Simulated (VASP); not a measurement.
# WS2 in VASP: single point with PBE+D3(BJ)

Aim: the single point of WS2 with PBE+D3(BJ).

All numbers are computed with VASP 6.6.1; they aren't measurements. Logs are shortened: lines on timing, memory, paths and dates and some standing lists are left out, and cuts for length are marked.

## (1) The cell of the first run

The cell holds a slab with vacuum, 6 atoms: a = 3.160 Å, b = 3.160 Å, c = 23.804 Å, α = 90.00°, β = 90.00°, γ = 120.00°.

## (2) Single point, PBE+D3(BJ)

File INCAR:

```
SYSTEM = WS2
PREC = Accurate
ENCUT = 520
EDIFF = 1E-6
ISMEAR = 0
SIGMA = 0.05
LREAL = .FALSE.
LASPH = .TRUE.
NELM = 60
ALGO = Normal
ISIF = 2
LWAVE = .FALSE.
LCHARG = .TRUE.
LDIPOL = .TRUE.
IDIPOL = 3
DIPOL = 0.5 0.5 0.391
GGA = PE
IVDW = 12
LELF = .TRUE.
LVHAR = .TRUE.
LVACPOTAV = .TRUE.
NBANDS = 35
```

File KPOINTS:

```
Automatic mesh
0
G
  9 9 1
  0 0 0
```

File POSCAR:

```
WS2
1.0
    3.1595457497      0.0000000000      0.0000000000
   -1.5797728749      2.7362468836      0.0000000000
    0.0000000000      0.0000000000     23.8042575719
S W
4 2
Direct
    0.3333333333      0.6666666667      0.1890418126
    0.3333333333      0.6666666667      0.3214605103
    0.8333333333      1.0000000000      0.4596710800
    0.8333333333      1.0000000000      0.5920897776
    0.6666666667      0.3333333333      0.2552511581
    0.5000000000      1.3333333333      0.5258804254
```

Potentials or basis: VASP PAW PBE potentials, release 64 (S, W_sv).

Started as:

```
cat potpaw_PBE.64/S/POTCAR potpaw_PBE.64/W_sv/POTCAR > POTCAR
mpirun -np 1 vasp_std > vasp.out
```

OUTCAR:

```text
SYSTEM = WS2
   PREC = Accurate
   ENCUT = 520
   EDIFF = 1E-6
   ISMEAR = 0
   LREAL = .FALSE.
   LASPH = .TRUE.
   NELM = 60
   ISIF = 2
   GGA = PE
   IVDW = 12
 IVDW          = 12

 ion  position               nearest neighbor table
   1  0.333  0.667  0.189-   5 2.41   5 2.41   5 2.41
   2  0.333  0.667  0.321-   5 2.41   5 2.41   5 2.41
   3  0.833  0.000  0.460-   6 2.41   6 2.41   6 2.41
   4  0.833  0.000  0.592-   6 2.41   6 2.41   6 2.41
   5  0.667  0.333  0.255-   1 2.41   1 2.41   1 2.41   2 2.41   2 2.41   2 2.41
   6  0.500  0.333  0.526-   3 2.41   3 2.41   3 2.41   4 2.41   4 2.41   4 2.41

  LATTYP: Found a hexagonal cell.
 ALAT       =     3.1595457497
 C/A-ratio  =     7.5340759266

  Lattice vectors:

 A1 = (   3.1595457497,   0.0000000000,   0.0000000000)
 A2 = (  -1.5797728749,   2.7362468836,   0.0000000000)
 A3 = (   0.0000000000,   0.0000000000,  23.8042575719)

Analysis of symmetry for initial positions (statically):
=====================================================================
 Subroutine PRICEL returns:
 Original cell was already a primitive cell.

 Routine SETGRP: Setting up the symmetry group for a
 hexagonal supercell.

 Subroutine GETGRP returns: Found  2 space group operations
 (whereof  1 operations were pure point group operations)
 out of a pool of 24 trial point group operations.

The static configuration has the point symmetry C_1 .
 The point group associated with its full space group is S_2 .

Analysis of symmetry for dynamics (positions and initial velocities):
=====================================================================
 Subroutine PRICEL returns:
 Original cell was already a primitive cell.

 Routine SETGRP: Setting up the symmetry group for a
 hexagonal supercell.

 Subroutine GETGRP returns: Found  2 space group operations
 (whereof  1 operations were pure point group operations)
 out of a pool of 24 trial point group operations.

The dynamic configuration has the point symmetry C_1 .
 The point group associated with its full space group is S_2 .

 Subroutine INISYM returns: Found  2 space group operations
 (whereof  1 operations are pure point group operations),
 and found     1 'primitive' translations

----------------------------------------------------------------------------------------

                                     Primitive cell

  volume of cell :     205.7949

  direct lattice vectors                    reciprocal lattice vectors
     3.159545750  0.000000000  0.000000000     0.316501193  0.182732049  0.000000000
    -1.579772875  2.736246884  0.000000000     0.000000000  0.365464098  0.000000000
     0.000000000  0.000000000 23.804257572     0.000000000  0.000000000  0.042009292

  length of vectors
     3.159545750  3.159545750 23.804257572     0.365464098  0.365464098  0.042009292

  position of ions in fractional coordinates (direct lattice)
     0.333333333  0.666666667  0.189041813
     0.333333333  0.666666667  0.321460510
     0.833333333  0.000000000  0.459671080
     0.833333333  0.000000000  0.592089778
     0.666666667  0.333333333  0.255251158
     0.500000000  0.333333333  0.525880425

  ion indices of the primitive-cell ions
   primitive index   ion index
                 1           1
                 2           2
                 3           3
                 4           4
                 5           5
                 6           6

----------------------------------------------------------------------------------------

 KPOINTS: Automatic mesh

Automatic generation of k-mesh.
 Grid dimensions read from file:
 generate k-points for:    9    9    1

 Generating k-lattice:

  Cartesian coordinates                     Fractional coordinates (reciprocal lattice)
     0.035166799  0.020303561  0.000000000     0.111111111 -0.000000000  0.000000000
     0.000000000  0.040607122  0.000000000     0.000000000  0.111111111  0.000000000
     0.000000000  0.000000000  0.042009292     0.000000000  0.000000000  1.000000000

  Length of vectors
     0.040607122  0.040607122  0.042009292

  Shift w.r.t. Gamma in fractional coordinates (k-lattice)
     0.000000000  0.000000000  0.000000000

 Subroutine IBZKPT returns following result:
 ===========================================

 Found     41 irreducible k-points:

 Following reciprocal coordinates:
            Coordinates               Weight
  0.000000  0.000000  0.000000      1.000000
  0.111111 -0.000000  0.000000      2.000000
  0.000000  0.111111  0.000000      2.000000
 -0.111111  0.111111  0.000000      2.000000
  0.222222  0.000000  0.000000      2.000000
  0.000000  0.222222  0.000000      2.000000
[... 16 lines left out ...]
  0.333333  0.111111  0.000000      2.000000
 -0.111111  0.444444  0.000000      2.000000
 [... further k-points ...]
   k-points           NKPTS =     41   k-points in BZ     NKDIM =     41   number of bands    NBANDS=     35
   number of dos      NEDOS =    301   number of ions     NIONS =      6
   total plane-waves  NPLWV = 103680
   dimension x,y,z NGX =    24 NGY =   24 NGZ =  180
   dimension x,y,z NGXF=    48 NGYF=   48 NGZF=  360
   ions per type =               4   2
   NGX,Y,Z   is equivalent  to a cutoff of  12.63, 12.63, 12.57 a.u.
   NGXF,Y,Z  is equivalent  to a cutoff of  25.26, 25.26, 25.14 a.u.
 SYSTEM =  WS2
   PREC   = accura    normal or accurate (medium, high low for compatibility)
   ISTART =      0    job   : 0-new  1-cont  2-samecut
   ICHARG =      2    charge: 1-file 2-atom 10-const
   ISPIN  =      1    spin polarized calculation?
   LNONCOLLINEAR =      F non collinear calculations
   LSORBIT =      F    spin-orbit coupling
   LASPH  =      T    aspherical Exc in radial PAW
   ENCUT  =  520.0 eV  38.22 Ry    6.18 a.u.   5.87  5.87 44.26*2*pi/ulx,y,z
   NELM   =     60;   NELMIN=  2; NELMDL= -5     # of ELM steps
   EDIFF  = 0.1E-05   stopping-criterion for ELM
   LREAL  =      F    real-space projection
   EDIFFG = 0.1E-04   stopping-criterion for IOM
   NSW    =      0    number of steps for IOM
   IBRION =     -1    ionic relax: 0-MD 1-quasi-New 2-CG
   NFREE  =      0    steps in history (QN), initial steepest desc. (CG)
   ISIF   =      2    stress and relaxation
   ISYM   =      2    0-nonsym 1-usesym 2-fastsym
   POTIM  = 0.5000    time-step for ionic-motion
   TEBEG  =    0.0;   TEEND  =   0.0 temperature during run
   PSTRESS=    0.0 pullay stress
   NELECT =      52.0000    total number of electrons
   NUPDOWN=      -1.0000    fix difference up-down
   EMIN   =  10.00;   EMAX   =-10.00  energy-range for DOS
   EFERMI =   0.00;   METHOD = LEGACY
   ISMEAR =     0;   SIGMA  =   0.05  broadening in eV -4-tet -1-fermi 0-gaus
   EFERMI_NEDOS =   21; number of points for ismear=-14 and -15
   IALGO  =     38    algorithm
   IMIX   =      4    mixing-type and parameters
     AMIX     =   0.40;   BMIX     =  1.00
     AMIX_MAG =   1.60;   BMIX_MAG =  1.00
  volume/ion in A,a.u.               =      34.30       231.46
  Fermi-wavevector in a.u.,A,eV,Ry     =   1.034978  1.955825 14.574279  1.071179
  Thomas-Fermi vector in A             =   2.169299
   LORBIT       =      0    0 simple, 1 ext, 2 COOP (PROOUT), +10 PAW based schemes
   GGA     = PE    functional components
   LHFCALC =     F    Hartree Fock is set to
   AEXX    =    0.0000 exact exchange contribution
   IVDW    =    12    specifies the selected vdW correction
   LEPSILON=     F    determine dielectric tensor
   LRPA    =     F    only Hartree local field effects (RPA)
 non-spin polarized calculation
 Gauss-broadening in eV      SIGMA  =   0.05
  energy-cutoff  :      520.00
  volume of cell :      205.79
 maximum number of plane-waves:      5566
   NGX = 11   NGY = 11   NGZ = 89

 dipolmoment           0.000000      0.000000      0.000067 electrons x Angstroem

 number of electron      51.9999994 magnetization

 dipolmoment           0.000000      0.000000     -0.000005 electrons x Angstroem

 Free energy of the ion-electron system (eV)
  ---------------------------------------------------
  ext. energy  EPLUGINS =         0.00000000
  ---------------------------------------------------
  free energy    TOTEN  =       -47.29910441 eV

  energy without entropy =      -47.29910441  energy(sigma->0) =      -47.29910441

 E-fermi :   1.3946     XC(G=0):  -6.1418

 val. band max:        1.0478364767   @ k =   0.0000   0.0000   0.0000
 cond. band min:       2.7254587100   @ k =  -0.3333   0.2222   0.0000
 fundamental gap:      1.6776222333
 Fermi energy:         1.3945807923

 k-point     1 :       0.0000    0.0000    0.0000
  band No.  band energies     occupation
      1     -73.1933      2.00000
      2     -73.1933      2.00000
      3     -37.4458      2.00000
      4     -37.4458      2.00000
      5     -37.2707      2.00000
      6     -37.2707      2.00000
[... 27 lines left out ...]
     34       3.9079      0.00000
     35       5.8680      0.00000

 k-point     2 :       0.1111   -0.0000    0.0000
  band No.  band energies     occupation
      1     -73.1911      2.00000
      2     -73.1911      2.00000
      3     -37.4381      2.00000
      4     -37.4381      2.00000
      5     -37.3133      2.00000
      6     -37.3133      2.00000
[... 27 lines left out ...]
     34       4.1218      0.00000
     35       6.2284      0.00000

 k-point     3 :       0.0000    0.1111    0.0000
  band No.  band energies     occupation
      1     -73.1911      2.00000
      2     -73.1911      2.00000
      3     -37.4381      2.00000
      4     -37.4381      2.00000
      5     -37.3134      2.00000
      6     -37.3134      2.00000
[... 27 lines left out ...]
     34       4.1213      0.00000
     35       6.2282      0.00000
[... 723 lines left out ...]
 k-point    23 :       0.3333    0.1111    0.0000
  band No.  band energies     occupation
      1     -73.1763      2.00000
      2     -73.1762      2.00000
      3     -37.5782      2.00000
      4     -37.5782      2.00000
      5     -37.3851      2.00000
      6     -37.3851      2.00000
[... 27 lines left out ...]
     34       5.5949      0.00000
     35       7.0674      0.00000

 k-point    24 :      -0.1111    0.4444    0.0000
  band No.  band energies     occupation
      1     -73.1763      2.00000
      2     -73.1762      2.00000
      3     -37.5784      2.00000
      4     -37.5783      2.00000
      5     -37.3851      2.00000
      6     -37.3851      2.00000
[... 27 lines left out ...]
     34       5.5955      0.00000
     35       7.0704      0.00000

 [... further k-points ...]

------------------------ aborting loop because EDIFF is reached ----------------------------------------

 Edisp (eV)   -2.14250

 E8    (eV) :    -0.9302

  FORCE on cell =-STRESS in cart. coord.  units (eV):
  Direction    XX          YY          ZZ          XY          YZ          ZX
  --------------------------------------------------------------------------------------
  -------------------------------------------------------------------------------------
  Total      -0.19174    -0.19537    -0.49276     0.04443     0.06557     0.07159
  in kB      -1.49278    -1.52105    -3.83627     0.34589     0.51050     0.55733
  external pressure =       -2.28 kB  Pullay stress =        0.00 kB

 VOLUME and BASIS-vectors are now :
 -----------------------------------------------------------------------------
  energy-cutoff  :      520.00
  volume of cell :      205.79
      direct lattice vectors                 reciprocal lattice vectors
     3.159545750  0.000000000  0.000000000     0.316501193  0.182732049  0.000000000
    -1.579772875  2.736246884  0.000000000     0.000000000  0.365464098  0.000000000
     0.000000000  0.000000000 23.804257572     0.000000000  0.000000000  0.042009292

 POSITION                                       TOTAL-FORCE (eV/Angst)
 -----------------------------------------------------------------------------------
     -0.00000      1.82416      4.50000        -0.001304      0.000599      0.003919
     -0.00000      1.82416      7.65213        -0.014710     -0.011539      0.011354
      2.63295      0.00000     10.94213         0.014710      0.011539     -0.011354
      2.63295      0.00000     14.09426         0.001304     -0.000599     -0.003919
      1.57977      0.91208      6.07606        -0.001688     -0.005156      0.052603
      1.05318      0.91208     12.51819         0.001688      0.005156     -0.052603
 -----------------------------------------------------------------------------------
    total drift:                                0.000001     -0.000000     -0.000437

  FREE ENERGIE OF THE ION-ELECTRON SYSTEM (eV)
  ---------------------------------------------------
  free  energy   TOTEN  =       -49.4416054748 eV

  energy  without entropy=      -49.4416054748  energy(sigma->0) =      -49.44160547

 vacuum level on the upper side and lower side of the slab         6.470         6.470
```

It used 1400 s of CPU time on 1 thread of AMD EPYC 7R13 Processor (Zen 3) (shared host).

Results:

- Free energy: -49.4416 eV
- Largest force: 0.053 eV/Å
- Band gap on the k mesh: 1.68 eV, indirect (least direct gap 1.91 eV)
- Dispersion energy per atom: -0.357 eV

Forces on the atoms (eV/Å):
```
S   -0.001  0.001  0.004
S   -0.015 -0.012  0.011
S    0.015  0.012 -0.011
S    0.001 -0.001 -0.004
W   -0.002 -0.005  0.053
W    0.002  0.005 -0.053
```

Levels at points of the mesh, in eV from the valence-band top:
```csv
k point,band 22,band 23,band 24,band 25,band 26,band 27,band 28,band 29,band 30,band 31
"(0.00, 0.00, 0.00)",-1.81,-1.80,-1.80,-0.56,0.00,2.66,2.69,2.70,2.72,2.81
```

Caveat: spin-orbit coupling is left out, which moves the levels of the heavy elements.
